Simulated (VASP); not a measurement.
# Zn4O: relaxation of cell and atoms with PBE

Zn4O:

```
Zn O
1.0
     0.00000    4.19826    4.19826
     4.19826    0.00000    4.19826
     4.19826    4.19826    0.00000
Zn O
8 2
Cartesian
  3.2233 3.2233 3.2233
  5.1733 5.1733 3.2233
  5.1733 3.2233 5.1733
  3.2233 5.1733 5.1733
  5.3224 5.3224 7.2724
  7.2724 7.2724 7.2724
  5.3224 7.2724 5.3224
  7.2724 5.3224 5.3224
  0.0000 0.0000 0.0000
  2.0991 2.0991 2.0991
```

The cell was generated, and may not be a known phase.

```
Program                : VASP 6.6.1
Task                   : relaxation of cell and atoms
Functional             : PBE
Potentials or basis    : VASP PAW PBE potentials, release 64 (Zn, O)
Cutoff                 : 600 eV
k mesh                 : 4 × 4 × 4
Occupations            : gaussian, width 0.1 eV
Spin                   : no spin polarisation
Dipole correction      : no
Further INCAR settings : ALGO = Normal; EDIFF = 1e-06; IBRION = 2; EDIFFG = -0.04; NSW = 90; ISIF = 3
```

```json
{"Relaxed volume": "14.95 Å³/atom", "Relaxed cell": "a = 5.957 Å, b = 5.957 Å, c = 5.957 Å, α = 60.00°, β = 60.00°, γ = 60.00°", "Space group after relaxing (to 0.1 Å)": "Fd-3m (No. 227)", "Energy gained by relaxing": "24.8 meV/atom", "Ionic steps": "5", "Pressure after relaxing": "0.0 GPa", "Largest force after relaxing": "0.003 eV/Å", "Band gap on the k mesh": "zero (bands 54 and 55 overlap by 1.07 eV)"}
```

Forces in eV/Å, atoms in the order of the input:
```
Zn  -0.002 -0.002 -0.002
Zn   0.002  0.002 -0.002
Zn   0.002 -0.002  0.002
Zn  -0.002  0.002  0.002
Zn  -0.002 -0.002  0.002
Zn   0.002  0.002  0.002
Zn  -0.002  0.002 -0.002
Zn   0.002 -0.002 -0.002
O    0.000  0.000  0.000
O    0.000  0.000  0.000
```

The path:
```csv
step,energy change (eV),largest force (eV/Å),pressure (GPa),volume (Å³)
1,0.0000,1.0027,3.01,147.99
2,-0.2179,0.0721,-1.82,154.03
3,-0.2198,0.1429,-1.46,153.49
4,-0.2443,0.0527,-0.56,150.91
5,-0.2480,0.0033,0.00,149.49
```

Final structure:
```yaml
crystal:
  lattice:
    - [0.00000, 4.21242, 4.21242]
    - [4.21242, 0.00000, 4.21242]
    - [4.21242, 4.21242, 0.00000]
  atoms:
    - { symbol: Zn, position: [0.38801, 0.38801, 0.38801] }
    - { symbol: Zn, position: [0.38801, 0.38801, 0.83598] }
    - { symbol: Zn, position: [0.38801, 0.83598, 0.38801] }
    - { symbol: Zn, position: [0.83598, 0.38801, 0.38801] }
    - { symbol: Zn, position: [0.86199, 0.86199, 0.41402] }
    - { symbol: Zn, position: [0.86199, 0.86199, 0.86199] }
    - { symbol: Zn, position: [0.86199, 0.41402, 0.86199] }
    - { symbol: Zn, position: [0.41402, 0.86199, 0.86199] }
    - { symbol: O, position: [0.00000, 0.00000, 0.00000] }
    - { symbol: O, position: [0.25000, 0.25000, 0.25000] }
```

Levels at points of the mesh, in eV from the Fermi level:
```tsv
k point	band 52	band 53	band 54	band 55	band 56	band 57
(0.00, 0.00, 0.00)	-2.07	-2.07	-0.96	-0.96	-0.21	-0.21
(0.50, 0.00, 0.00)	-2.51	-2.01	0.11	0.11	1.65	1.76
(0.50, 0.50, 0.00)	-1.89	-1.61	-1.61	1.71	1.71	2.44
```

It took 8.6 min on 1 thread of Intel Xeon 8259CL, on a shared host, peak memory 0.37 GiB.
